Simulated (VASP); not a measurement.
Cu: single point with r2SCAN

Crystal: Cu.

```
Cu
1.0
    -1.44769    1.44769    1.36931
     1.44769   -1.44769    1.36931
     1.44769    1.44769   -1.36931
Cu
1
Direct
  0.00000 0.00000 0.00000
```

| Quantity | Value |
| --- | --- |
| Program | VASP 6.6.1 |
| Task | single point |
| Functional | r2SCAN |
| Potentials or basis | VASP PAW PBE potentials, release 64 (Cu) |
| Cutoff | 520 eV |
| k mesh | 32 × 32 × 32 |
| Occupations | gaussian, width 0.15 eV |
| Spin | no spin polarisation |

| Quantity | Value |
| --- | --- |
| Pressure | 0.7 GPa |
| Band gap on the k mesh | zero (an odd number of electrons rules out a gap without spin polarisation) |

Stress tensor (GPa, compression positive):
```
0.64 0.00 0.00
0.00 0.64 0.00
0.00 0.00 0.76
```

Levels at points of the mesh, in eV from the Fermi level:
```csv
k point,band 4,band 5,band 6,band 7,band 8,band 9
"(0.00, 0.00, 0.00)",-3.22,-2.39,-2.15,25.72,25.72,27.30
"(0.50, 0.00, 0.00)",-2.03,-1.46,-0.52,4.98,18.04,18.30
"(0.50, 0.50, 0.00)",-2.20,-1.49,-0.98,4.34,19.54,20.05
"(0.50, 0.50, 0.50)",-1.66,-1.60,8.06,8.06,10.34,13.62
```

Wall time 31 min on 1 thread of Oxide Virtual Turin-like Processor, on a shared host, peak memory 0.37 GiB.

Caveat: the PAW data sets were made with another functional, which shifts forces and pressure a little.
